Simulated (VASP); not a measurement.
# TmB3Au in VASP: notebook

Runs on TmB3Au. Level: PBE. Tasks: relaxation of cell and atoms, single point.

Program: VASP 6.6.1. These are calculated values, not measurements. Logs are shortened: lines on timing, memory, paths and dates and some standing lists are left out, and cuts for length are marked.

## 1. The cell of the first run

Symmetry: C2, No. 5, monoclinic system. Conventional cell: a = 5.338 Å, b = 7.283 Å, c = 2.990 Å, α = 90.00°, β = 92.06°, γ = 90.00°. Within 3.4 Å of Tm (site symmetry 2) lie 11 B at 2.59 to 2.87 Å and 2 Tm at 2.99 Å and 6 Au at 3.12 to 3.23 Å. B (site symmetry 1) has 3 B at 1.76 to 1.77 Å and 1 Au at 2.25 Å within 2.3 Å. Within 2.3 Å of B (site symmetry 2) lie 4 B at 1.76 to 1.77 Å. Within 3.0 Å of Au (site symmetry 2) lie 6 B at 2.25 to 2.45 Å and 2 Au at 2.99 Å.

The cell was built from a structure type or drawn by symmetry, and may not be a known phase.

## 2. Relaxation of cell and atoms, PBE

The input, INCAR:

```
SYSTEM = TmB3Au
PREC = Accurate
ENCUT = 500
EDIFF = 1E-7
ISMEAR = 0
SIGMA = 0.1
LREAL = .FALSE.
LASPH = .TRUE.
NELM = 200
ALGO = Normal
ISIF = 3
LWAVE = .FALSE.
LCHARG = .FALSE.
GGA = PE
IBRION = 2
NSW = 90
EDIFFG = -0.04
GGA_COMPAT = .FALSE.
NELMIN = 4
LMAXMIX = 6
```

The input, KPOINTS:

```
Automatic mesh
0
G
  4 4 6
  0 0 0
```

The input, POSCAR:

```
TmB3Au
1.0
    2.6688351736     -3.6414046438      0.0000000000
    2.6688351736      3.6414046438      0.0000000000
   -0.1075045564      0.0000000000      2.9878822010
Tm B Au
1 3 1
Direct
    0.5243255104      0.4756744896      0.0000000000
    0.3779092613      0.9527432991      0.5074934871
    0.0472567009      0.6220907387      0.4925065129
    0.1682093439      0.8317906561      0.0000000000
    0.9011222434      0.0988777566      0.5000000000
```

Potentials or basis: VASP PAW PBE potentials, release 64 (Tm_3, B, Au), 4f in core.

Run with:

```console
cat potpaw_PBE.64/Tm_3/POTCAR potpaw_PBE.64/B/POTCAR potpaw_PBE.64/Au/POTCAR > POTCAR
mpirun -np 1 vasp_std > vasp.out
```

OUTCAR:

```text
SYSTEM = TmB3Au
   PREC = Accurate
   ENCUT = 500
   EDIFF = 1E-7
   ISMEAR = 0
   LREAL = .FALSE.
   LASPH = .TRUE.
   NELM = 200
   ISIF = 3
   GGA = PE
   IBRION = 2
   NSW = 90
   EDIFFG = -0.04
   NELMIN = 4

 ion  position               nearest neighbor table
   1  0.524  0.476  0.000-   4 2.59   3 2.66   2 2.66   2 2.75   3 2.75   2 2.85   3 2.85   2 2.86
                             3 2.86   4 2.87   4 2.87   5 3.12   5 3.12   5 3.14   5 3.14   5 3.23
   2  0.378  0.953  0.507-   4 1.76   3 1.76   4 1.77   5 2.25   5 2.43   1 2.66   1 2.75   1 2.85
                             1 2.86
   3  0.047  0.622  0.493-   4 1.76   2 1.76   4 1.77   5 2.25   5 2.43   1 2.66   1 2.75   1 2.85
                             1 2.86
   4  0.168  0.832  0.000-   2 1.76   3 1.76   3 1.77   2 1.77   5 2.45   5 2.45   1 2.59   1 2.87
                             1 2.87
   5  0.901  0.099  0.500-   3 2.25   2 2.25   3 2.43   2 2.43   4 2.45   4 2.45   1 3.12   1 3.12
                             1 3.14   1 3.14   1 3.23   1 3.23

  LATTYP: Found a base centered monoclinic cell.
 ALAT       =     5.3376703472
 B/A-ratio  =     1.3644172109
 C/A-ratio  =     0.5601349274
 COS(beta)  =    -0.0359569188

  Lattice vectors:

 A1 = (   2.6688351736,  -3.6414046438,   0.0000000000)
 A2 = (   2.6688351736,   3.6414046438,   0.0000000000)
 A3 = (  -0.1075045564,   0.0000000000,   2.9878822010)

Analysis of symmetry for initial positions (statically):
=====================================================================
 Subroutine PRICEL returns:
 Original cell was already a primitive cell.

 Routine SETGRP: Setting up the symmetry group for a
 base centered monoclinic supercell.

 Subroutine GETGRP returns: Found  2 space group operations
 (whereof  2 operations were pure point group operations)
 out of a pool of  4 trial point group operations.

The static configuration has the point symmetry C_2 .

Analysis of symmetry for dynamics (positions and initial velocities):
=====================================================================
 Subroutine PRICEL returns:
 Original cell was already a primitive cell.

 Routine SETGRP: Setting up the symmetry group for a
 base centered monoclinic supercell.

 Subroutine GETGRP returns: Found  2 space group operations
 (whereof  2 operations were pure point group operations)
 out of a pool of  4 trial point group operations.
[... 129 lines left out ...]
  Fermi-wavevector in a.u.,A,eV,Ry     =   1.298811  2.454398 22.951820  1.686911
  Thomas-Fermi vector in A             =   2.430116
   LORBIT       =      0    0 simple, 1 ext, 2 COOP (PROOUT), +10 PAW based schemes
   GGA     = PE    functional components
   LHFCALC =     F    Hartree Fock is set to
   AEXX    =    0.0000 exact exchange contribution
   IVDW    =     0    specifies the selected vdW correction
   LEPSILON=     F    determine dielectric tensor
   LRPA    =     F    only Hartree local field effects (RPA)
 conjugate gradient relaxation of ions
 non-spin polarized calculation
 Gauss-broadening in eV      SIGMA  =   0.10
  energy-cutoff  :      500.00
  volume of cell :       58.07
 maximum number of plane-waves:      1498
 NGX is ok and might be reduce to    36
   NGX = 17   NGY = 17   NGZ = 11

--------------------------------------- Ionic step        1  -------------------------------------------

 number of electron      29.0000002 magnetization

 Free energy of the ion-electron system (eV)
  ---------------------------------------------------
  ext. energy  EPLUGINS =         0.00000000
  ---------------------------------------------------
  free energy    TOTEN  =       -28.77889045 eV

  energy without entropy =      -28.77251194  energy(sigma->0) =      -28.77570120

------------------------ aborting loop because EDIFF is reached ----------------------------------------

  FORCE on cell =-STRESS in cart. coord.  units (eV):
  Direction    XX          YY          ZZ          XY          YZ          ZX
  --------------------------------------------------------------------------------------
  -------------------------------------------------------------------------------------
  Total       -0.6677158      0.6168266      4.1193390      0.0000000      0.0000000      1.4281514
  in kB      -18.4212073     17.0172544    113.6459479      0.0000000      0.0000000     39.4004042
  external PRESSURE =      37.4139984 kB  Pullay stress =       0.0000000 kB
[... 98 lines left out ...]
  FREE ENERGIE OF THE ION-ELECTRON SYSTEM (eV)
  ---------------------------------------------------
  free  energy   TOTEN  =       -28.9090816249 eV

  energy  without entropy=      -28.9034745234  energy(sigma->0) =      -28.90627807

[... ionic steps 4 to 7 ...]

--------------------------------------- Ionic step        8  -------------------------------------------

 number of electron      29.0000000 magnetization

------------------------ aborting loop because EDIFF is reached ----------------------------------------
[... 73 lines left out ...]
--------------------------------------- Ionic step       10  -------------------------------------------

 number of electron      29.0000000 magnetization

 Free energy of the ion-electron system (eV)
  ---------------------------------------------------
  ext. energy  EPLUGINS =         0.00000000
  ---------------------------------------------------
  free energy    TOTEN  =       -28.94093582 eV

  energy without entropy =      -28.93788564  energy(sigma->0) =      -28.93941073

 E-fermi :   7.4202     XC(G=0): -12.0024

 val. band max:        7.3163539699   @ k =   0.0000   0.0000   0.3333
 cond. band min:       7.4523579063   @ k =   0.5000   0.5000   0.0000
 fundamental gap:      0.1360039365
 Fermi energy:         7.4201960636

 k-point     1 :       0.0000    0.0000    0.0000
  band No.  band energies     occupation
      1     -17.9472      2.00000
      2     -17.8583      2.00000
      3     -17.4081      2.00000
      4      -6.4862      2.00000
      5      -1.1662      2.00000
      6       0.1752      2.00000
[... 481 lines left out ...]
      5      -1.2170      2.00000
      6      -0.0798      2.00000
[... 10 lines left out ...]
     17      11.0510      0.00000
     18      11.4909      0.00000

 [... further k-points ...]

------------------------ aborting loop because EDIFF is reached ----------------------------------------

  FORCE on cell =-STRESS in cart. coord.  units (eV):
  Direction    XX          YY          ZZ          XY          YZ          ZX
  --------------------------------------------------------------------------------------
  -------------------------------------------------------------------------------------
  Total        0.0065749      0.0337735     -0.0003443      0.0000000      0.0000000      0.0236201
  in kB        0.1773327      0.9109077     -0.0092868      0.0000000      0.0000000      0.6370602
  external PRESSURE =       0.3596512 kB  Pullay stress =       0.0000000 kB
[... 20 lines left out ...]
  FREE ENERGIE OF THE ION-ELECTRON SYSTEM (eV)
  ---------------------------------------------------
  free  energy   TOTEN  =       -28.9409358244 eV

  energy  without entropy=      -28.9378856350  energy(sigma->0) =      -28.93941073

 reached required accuracy - stopping structural energy minimisation
```

OSZICAR:

```text
N       E                     dE             d eps       ncg     rms          rms(c)
DAV:   1     0.198409931058E+03    0.19841E+03   -0.12881E+04  1224   0.151E+03
DAV:   2    -0.126241797525E+02   -0.21103E+03   -0.20698E+03  1352   0.434E+02
[... 90 lines left out ...]
DAV:   1    -0.289410044018E+02   -0.36335E-03   -0.47699E-02  1260   0.143E+00    0.108E-01
DAV:   2    -0.289409704640E+02    0.33938E-04   -0.17270E-03  2076   0.413E-01    0.434E-02
DAV:   3    -0.289409448977E+02    0.25566E-04   -0.58048E-05  1734   0.672E-02    0.229E-02
DAV:   4    -0.289409355388E+02    0.93589E-05   -0.30492E-05  1888   0.424E-02    0.681E-03
DAV:   5    -0.289409356176E+02   -0.78804E-07   -0.19330E-06  1374   0.117E-02    0.462E-03
DAV:   6    -0.289409358018E+02   -0.18423E-06   -0.19185E-07   920   0.406E-03    0.785E-04
DAV:   7    -0.289409358244E+02   -0.22612E-07   -0.33038E-08   756   0.286E-03
  10 F= -.28940936E+02 E0= -.28939411E+02  d E =-.294748E-03
```

Wall time 97 s (1 thread of Intel Xeon 6975P-C (Granite Rapids), shared host); peak memory 0.21 GiB.

What came out:

```yaml
Free_energy: -28.9409 eV
Relaxed_volume: 11.88 Å³/atom
Relaxed_cell: a = 4.497 Å, b = 4.497 Å, c = 3.082 Å, α = 90.03°, β = 90.03°, γ = 107.57°
Space_group_after_relaxing_to_0.1_Å: Amm2 (No. 38)
Energy_gained_by_relaxing: 32.4 meV/atom
Ionic_steps: 10
Pressure_after_relaxing: 0.0 GPa
Largest_force_after_relaxing: 0.028 eV/Å
Band_gap_on_the_k_mesh: zero (an odd number of electrons rules out a gap without spin polarisation)
```

Forces in eV/Å, atoms in the order of the input:
```
Tm   0.000  0.013  0.000
B    0.014 -0.009 -0.022
B   -0.014 -0.009  0.022
B    0.000 -0.007  0.000
Au   0.000  0.012  0.000
```

Stress tensor (GPa, compression positive):
```
0.02 0.00 0.06
0.00 0.09 0.00
0.06 0.00 0.00
```

The path:
| step | energy change (eV) | largest force (eV/Å) | pressure (GPa) | volume (Å³) |
| --- | --- | --- | --- | --- |
| 1 | 0.0000 | 0.6571 | 3.74 | 58.07 |
| 2 | -0.1298 | 0.4483 | -2.80 | 60.34 |
| 3 | -0.1302 | 0.4625 | -2.45 | 60.20 |
| 4 | -0.1539 | 0.1965 | 1.07 | 59.01 |
| 5 | -0.1539 | 0.2051 | 0.92 | 59.06 |
| 6 | -0.1602 | 0.1826 | 0.10 | 59.32 |
| 7 | -0.1602 | 0.1703 | 0.15 | 59.30 |
| 8 | -0.1617 | 0.0554 | -0.12 | 59.45 |
| 9 | -0.1618 | 0.0488 | -0.10 | 59.44 |
| 10 | -0.1620 | 0.0276 | 0.04 | 59.40 |

Final structure:
```
CELL_PARAMETERS angstrom
2.65639 -3.62778 0.04540
2.65639 3.62778 0.04540
-0.05519 0.00000 3.08117
ATOMIC_POSITIONS crystal
Tm 0.53408 0.46592 0.00000
B 0.37525 0.94459 0.50115
B 0.05541 0.62475 0.49885
B 0.15918 0.84082 0.00000
Au 0.89490 0.10510 0.50000
```

Caveat: the k points lie up to 0.37 Å⁻¹ apart in the final cell, too coarse for converged energies and pressures of a metal; spin-orbit coupling is left out, which moves the levels of the heavy elements; the 4f electrons are frozen in the core, so they carry no moment and show no levels.

## 3. Single point, PBE

This run uses another cell than the first one, of 11.84 Å³/atom.

The input, INCAR:

```
ALGO = Normal
EDIFF = 1E-6
ENCUT = 500
GGA = PE
GGA_COMPAT = F
ISIF = 2
ISMEAR = 0
LASPH = T
LCHARG = F
LMAXMIX = 6
LREAL = F
LWAVE = F
NBANDS = 22
NELM = 200
PREC = Accurate
SIGMA = 0.1
```

The input, KPOINTS:

```
k-points
0
Gamma
  10 8 8
```

The input, POSCAR:

```
TmB3Au
1.0
    3.0838192928      0.0000000000      0.0000000000
    0.0000000000      2.6564250704      3.6134519254
    0.0000000000     -2.6564250704      3.6134519254
Tm B Au
1 3 1
Direct
    0.0000000000      0.5327810399      0.5327810399
    0.5000000000      0.3744798578      0.0534819731
    0.5000000000      0.0534819731      0.3744798578
    0.0000000000      0.1616283250      0.1616283250
    0.5000000000      0.8964518642      0.8964518642
```

Potentials or basis: VASP PAW PBE potentials, release 64 (Tm_3, B, Au), 4f in core.

Run with:

```console
cat potpaw_PBE.64/Tm_3/POTCAR potpaw_PBE.64/B/POTCAR potpaw_PBE.64/Au/POTCAR > POTCAR
mpirun -np 1 vasp_std > vasp.out
```

Wall time 60 s (1 thread of Intel Xeon 6975P-C (Granite Rapids), shared host); peak memory 0.3 GiB.

It converged, with:

* Free energy: -28.9292 eV
* Pressure: 0.3 GPa
* Largest force: 0.017 eV/Å
* Band gap on the k mesh: zero (an odd number of electrons rules out a gap without spin polarisation)

Forces on the atoms (eV/Å):
```
Tm   0.000  0.000 -0.011
B    0.000  0.012  0.011
B    0.000 -0.012  0.011
B    0.000  0.000 -0.009
Au   0.000  0.000 -0.002
```

Stress tensor (GPa, compression positive):
```
0.35 0.00 0.00
0.00 0.53 0.00
0.00 0.00 0.10
```

Levels at points of the mesh, in eV from the Fermi level:
| k point | band 13 | band 14 | band 15 | band 16 | band 17 | band 18 |
| --- | --- | --- | --- | --- | --- | --- |
| (0.00, 0.00, 0.00) | -3.50 | -1.69 | -0.49 | 1.66 | 2.94 | 3.85 |
| (0.50, 0.00, 0.00) | -1.89 | -1.11 | -1.01 | -0.47 | 2.31 | 2.44 |
| (0.00, 0.50, 0.00) | -3.18 | -1.14 | -0.59 | 2.57 | 2.94 | 3.70 |
| (0.50, 0.50, 0.00) | -2.87 | -1.85 | -1.59 | 2.18 | 2.25 | 4.50 |
| (0.00, 0.50, 0.50) | -2.88 | 0.07 | 0.42 | 1.74 | 2.79 | 4.18 |
| (0.50, 0.50, 0.50) | -2.69 | -2.68 | -2.39 | 2.43 | 3.72 | 4.05 |

Caveat: spin-orbit coupling is left out, which moves the levels of the heavy elements; the 4f electrons are frozen in the core, so they carry no moment and show no levels. Spin polarisation is off, so any magnetic state and its effect on volume and gap are missing.
